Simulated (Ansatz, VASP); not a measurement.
## One calculation of Te, two programs

```
Te
1.0
     2.45407    0.00000    0.00000
     0.00000    2.45407    0.00000
     0.00000    0.00000    2.45407
Te
1
Direct
  0.00000 0.00000 0.00000
```

Change from the starting cell: volume scaled by 0.45, crystal datasets.

Alike in both runs: task single point; functional PBE; k mesh 12 × 12 × 12; occupations fermi-dirac, width 0.08 eV; no spin polarisation.

|  | VASP | Ansatz |
| --- | --- | --- |
| version | VASP 6.6.1 | Ansatz 0.2.0 |
| potentials or method | VASP PAW PBE potentials, release 64 (Te), cutoff 520 eV | all-electron PAW with datasets made for the crystal, scalar-relativistic |

Ansatz gave:

- pressure (GPa): 213.8

What did VASP give for the same quantities?

Pressure (GPa): 217.5.

Both programs put the cell under a high pressure, so it lies far from rest at this level. Ansatz ran all-electron here, and VASP with PAW potentials.

Spin-orbit coupling is off throughout. Noted on VASP's run: the cell as given lies far from equilibrium.
